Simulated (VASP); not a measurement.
# Sb (P6_3/mmc) in VASP: a series of runs, part 2 of 2

VASP 6.6.1. Earlier steps stand in the parts before.

**3. Single point, PBE+D3(BJ) (strain -0.030 along x and y, +0.000 along z)**

INCAR

```
SYSTEM = Sb
PREC = Accurate
ENCUT = 520
EDIFF = 1E-6
ISMEAR = 0
SIGMA = 0.15
LREAL = .False.
LASPH = .True.
NELM = 80
ALGO = Normal
ISIF = 2
LWAVE = .False.
LCHARG = .False.
GGA = PE
IVDW = 12
NBANDS = 12
```

KPOINTS

```
Automatic mesh
0
Gamma
  18 18 10
  0 0 0
```

POSCAR

```
Sb
1.0
    3.2679301741      0.0000000000      0.0000000000
   -1.6339650871      2.8301105486      0.0000000000
    0.0000000000      0.0000000000      5.3300000000
Sb
2
Direct
    0.3333333333      0.6666666667      0.2500000000
    0.6666666667      0.3333333333      0.7500000000
```

Potentials or basis: VASP PAW PBE potentials, release 64 (Sb).

Started as:

```sh
$ cat potpaw_PBE.64/Sb/POTCAR > POTCAR
$ mpirun -np 1 vasp_std > vasp.out
```

OUTCAR:

```text
SYSTEM = Sb
   PREC = Accurate
   ENCUT = 520
   EDIFF = 1E-6
   ISMEAR = 0
   LREAL = .False.
   LASPH = .True.
   NELM = 80
   ISIF = 2
   GGA = PE
   IVDW = 12
 IVDW          = 12

 ion  position               nearest neighbor table
   1  0.333  0.667  0.250-   2 3.27   2 3.27   2 3.27   2 3.27   2 3.27   2 3.27
   2  0.667  0.333  0.750-   1 3.27   1 3.27   1 3.27   1 3.27   1 3.27   1 3.27

  LATTYP: Found a hexagonal cell.
 ALAT       =     3.2679301741
 C/A-ratio  =     1.6310018012

  Lattice vectors:

 A1 = (   3.2679301741,   0.0000000000,   0.0000000000)
 A2 = (  -1.6339650871,   2.8301105486,   0.0000000000)
 A3 = (   0.0000000000,   0.0000000000,   5.3300000000)

Analysis of symmetry for initial positions (statically):
=====================================================================
 Subroutine PRICEL returns:
 Original cell was already a primitive cell.

 Routine SETGRP: Setting up the symmetry group for a
 hexagonal supercell.

 Subroutine GETGRP returns: Found 24 space group operations
 (whereof 12 operations were pure point group operations)
 out of a pool of 24 trial point group operations.

The static configuration has the point symmetry D_3d.
 The point group associated with its full space group is D_6h.

Analysis of symmetry for dynamics (positions and initial velocities):
=====================================================================
 Subroutine PRICEL returns:
 Original cell was already a primitive cell.

 Routine SETGRP: Setting up the symmetry group for a
 hexagonal supercell.

 Subroutine GETGRP returns: Found 24 space group operations
 (whereof 12 operations were pure point group operations)
 out of a pool of 24 trial point group operations.

The dynamic configuration has the point symmetry D_3d.
 The point group associated with its full space group is D_6h.

 Subroutine INISYM returns: Found 24 space group operations
 (whereof 12 operations are pure point group operations),
 and found     1 'primitive' translations

[... 124 lines left out ...]
   LRPA    =     F    only Hartree local field effects (RPA)
 non-spin polarized calculation
 Gauss-broadening in eV      SIGMA  =   0.15
  energy-cutoff  :      520.00
  volume of cell :       49.30
 maximum number of plane-waves:      1350
   NGX = 13   NGY = 13   NGZ = 19

 number of electron      10.0000001 magnetization

 Free energy of the ion-electron system (eV)
  ---------------------------------------------------
  ext. energy  EPLUGINS =         0.00000000
  ---------------------------------------------------
  free energy    TOTEN  =        -7.61212457 eV

  energy without entropy =       -7.59863303  energy(sigma->0) =       -7.60537880

 E-fermi :   9.7580     XC(G=0): -10.6227

 val. band max:        9.7512128492   @ k =   0.2778   0.2222   0.2000
 cond. band min:       9.7644574814   @ k =   0.1667   0.0556   0.3000
 fundamental gap:      0.0132446322
 Fermi energy:         9.7579871097

 k-point     1 :       0.0000    0.0000    0.0000
  band No.  band energies     occupation
      1      -3.9259      2.00000
      2       0.3592      2.00000
      3       3.3231      2.00000
      4      13.7169      0.00000
      5      13.7169      0.00000
      6      15.5308      0.00000
      7      15.5308      0.00000
      8      15.8573      0.00000
      9      17.8295      0.00000
     10      18.7649      0.00000
     11      20.0513      0.00000
     12      20.0513      0.00000
[... 331 lines left out ...]
 k-point    24 :       0.3889    0.1111    0.0000
  band No.  band energies     occupation
      1      -0.2122      2.00000
      2       1.9245      2.00000
      3       5.1220      2.00000
      4       7.0152      2.00000
      5       7.0675      2.00000
      6       8.8501      2.00000
      7       9.9377      0.09027
      8      12.4597      0.00000
      9      15.7511      0.00000
     10      16.0142      0.00000
     11      20.3546      0.00000
     12      20.8445      0.00000

 [... further k-points ...]

------------------------ aborting loop because EDIFF is reached ----------------------------------------

 Edisp (eV)   -1.14596

 E8    (eV) :    -0.5282

  FORCE on cell =-STRESS in cart. coord.  units (eV):
  Direction    XX          YY          ZZ          XY          YZ          ZX
  --------------------------------------------------------------------------------------
  -------------------------------------------------------------------------------------
  Total       1.21365     1.21365     1.48125    -0.00000     0.00000    -0.00000
  in kB      39.44585    39.44585    48.14323    -0.00000     0.00000    -0.00000
  external pressure =       42.34 kB  Pullay stress =        0.00 kB

 VOLUME and BASIS-vectors are now :
 -----------------------------------------------------------------------------
  energy-cutoff  :      520.00
  volume of cell :       49.30
      direct lattice vectors                 reciprocal lattice vectors
     3.267930174  0.000000000  0.000000000     0.306004090  0.176671544  0.000000000
    -1.633965087  2.830110549  0.000000000     0.000000000  0.353343088  0.000000000
     0.000000000  0.000000000  5.330000000     0.000000000  0.000000000  0.187617261

 POSITION                                       TOTAL-FORCE (eV/Angst)
 -----------------------------------------------------------------------------------
     -0.00000      1.88674      1.33250         0.000000      0.000000      0.000000
      1.63397      0.94337      3.99750        -0.000000     -0.000000      0.000000
 -----------------------------------------------------------------------------------
    total drift:                               -0.000000      0.000000      0.000000

  FREE ENERGIE OF THE ION-ELECTRON SYSTEM (eV)
  ---------------------------------------------------
  free  energy   TOTEN  =        -8.7580830765 eV

  energy  without entropy=       -8.7445915349  energy(sigma->0) =       -8.75133731
```

OSZICAR:

```text
N       E                     dE             d eps       ncg     rms          rms(c)
DAV:   1     0.345866852613E+02    0.34587E+02   -0.36234E+03  5328   0.669E+02
DAV:   2    -0.585684291656E+01   -0.40444E+02   -0.39227E+02  7196   0.110E+02
DAV:   3    -0.760727369133E+01   -0.17504E+01   -0.17265E+01  6580   0.251E+01
DAV:   4    -0.762052107079E+01   -0.13247E-01   -0.13244E-01  6068   0.264E+00
DAV:   5    -0.762065467091E+01   -0.13360E-03   -0.13360E-03  6364   0.293E-01    0.285E+00
DAV:   6    -0.761519237660E+01    0.54623E-02   -0.21670E-03  6028   0.254E-01    0.165E+00
DAV:   7    -0.761210488304E+01    0.30875E-02   -0.46114E-03  5744   0.370E-01    0.415E-02
DAV:   8    -0.761212330658E+01   -0.18424E-04   -0.89446E-05  6480   0.667E-02    0.151E-02
DAV:   9    -0.761212477896E+01   -0.14724E-05   -0.28505E-06  5976   0.121E-02    0.331E-03
DAV:  10    -0.761212456720E+01    0.21176E-06   -0.10387E-07  3408   0.214E-03
   1 F= -.87580831E+01 E0= -.87513373E+01  d E =-.134915E-01
```

stdout:

```text
POSCAR found type information on POSCAR Sb
 POSCAR found :  1 types and       2 ions
 scaLAPACK will be used
 LDA part: xc-table for (Slater+PW92), standard interpolation
 POSCAR, INCAR and KPOINTS ok, starting setup
 FFT: planning ... GRIDC
 FFT: planning ... GRID_SOFT
 FFT: planning ... GRID
 WAVECAR not read
 entering main loop
```

Run time: 77 s. Hardware: 1 thread of Intel Xeon 8259CL, shared host; peak memory 0.25 GiB.

What came out:

| Property | Result |
| --- | --- |
| Free energy | -8.7581 eV |
| Pressure | 4.2 GPa |
| Band gap on the k mesh | zero (bands 5 and 6 overlap by 8.51 eV) |
| Dispersion energy per atom | -0.573 eV |

Levels at points of the mesh, in eV from the Fermi level:
```
           k point  band 1  band 2  band 3  band 4  band 5  band 6  band 7  band 8  band 9  band 10
(0.00, 0.00, 0.00)  -13.68   -9.40   -6.43    3.96    3.96    5.77    5.77    6.10    8.07     9.01
(0.50, 0.00, 0.00)   -9.69   -8.32   -4.51   -3.32   -2.56   -0.32    0.36    4.05    4.41     7.72
(0.00, 0.00, 0.50)  -12.35  -12.35   -0.81   -0.81    4.87    4.87    4.87    4.87    8.95     8.95
(0.50, 0.00, 0.50)   -8.66   -8.66   -5.89   -5.89    1.73    1.73    2.02    2.02    5.83     5.83
```

Caveat: the cell differs from its parent crystal (strain -0.030 along x and y, +0.000 along z); the cell stands under pressure; spin-orbit coupling is left out, which moves the levels of the heavy elements.
